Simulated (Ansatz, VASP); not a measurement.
**GdB: VASP beside Ansatz**

```
CELL_PARAMETERS angstrom
0.00000 2.68974 2.68974
2.68974 0.00000 2.68974
2.68974 2.68974 0.00000
ATOMIC_POSITIONS crystal
Gd 0.50000 0.50000 0.50000
B 0.00000 0.00000 0.00000
```

Alike in both runs: task single point; functional PBEsol; k mesh 10 × 10 × 10; occupations gaussian, width 0.05 eV; collinear spin.

```csv
,VASP,Ansatz
version,VASP 6.6.1,Ansatz 0.2.0
potentials or method,"VASP PAW PBE potentials, release 64 (Gd, B), cutoff 520 eV","scalar-relativistic, plane waves, PAW"
valence electrons in the cell,21,21
```

Ansatz gave:

- gap on the k mesh at the Fermi level (eV): none
- pressure (GPa): -2.5
- net moment per atom (μB): 4.01
- size of the moment on the site where the two differ most (μB): 0.38

**Question.** What did VASP give for the same quantities?

**Answer.** gap on the k mesh at the Fermi level (eV): none; pressure (GPa): -2.3; net moment per atom (μB): 4.01; size of the moment on the site where the two differ most (μB): 0.22.

VASP's potentials were made for PBE, not for PBEsol. Site moments also hang on the region over which each program counts them. A gap of «none» marks a metal or a gap that the smearing closes. Ansatz's warnings: given moment on shells.

Spin-orbit coupling is off throughout.
